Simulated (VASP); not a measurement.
A run of VASP 6.6.1:

The input INCAR:

```
SYSTEM = BAs
PREC     = Accurate       ! precision mode
ENCUT    = 500            ! plane-wave cutoff, eV
EDIFF    = 1E-6           ! SCF threshold, eV
ISMEAR   = 0              ! smearing method
SIGMA    = 0.01           ! smearing width, eV
LREAL    = .FALSE.        ! projectors in reciprocal space
LASPH    = .TRUE.         ! aspherical terms in the spheres
NELM     = 120            ! most SCF steps
ALGO     = Normal         ! electronic algorithm
ISIF     = 2              ! what is computed and relaxed
LWAVE    = .FALSE.        ! write WAVECAR
LCHARG   = .FALSE.        ! write CHGCAR
GGA      = CA             ! functional
NBANDS   = 16             ! bands
GGA_COMPAT= .FALSE.
```

The input KPOINTS:

```
regular mesh
0
G
  6 6 2
  0 0 0
```

The input POSCAR:

```
BAs
1.0
    3.3658576842      0.0000000000      0.0000000000
   -1.6829288421      2.9149182600      0.0000000000
    0.0000000000      0.0000000000      8.7445888832
B As
2 2
Direct
    0.3333333333      0.6666666667      0.2500000000
    0.6666666667      0.3333333333      0.7500000000
    0.6666666667      0.3333333333      0.2500000000
    0.3333333333      0.6666666667      0.7500000000
```

Potentials or basis: VASP PAW LDA potentials, release 64 (B, As).

The run is started by

```bash
$ cat potpaw_LDA.64/B/POTCAR potpaw_LDA.64/As/POTCAR > POTCAR
$ mpirun -np 1 vasp_std > vasp.out
```

Hardware: 1 thread of Intel Xeon 8259CL, with other jobs on the host.

Problem. Estimate the wall time of this run.

Solution. Wall time 37 s on 1 thread of Intel Xeon 8259CL, with other jobs on the host, peak memory 0.18 GiB. Counts: scf iterations 13, k points 14.
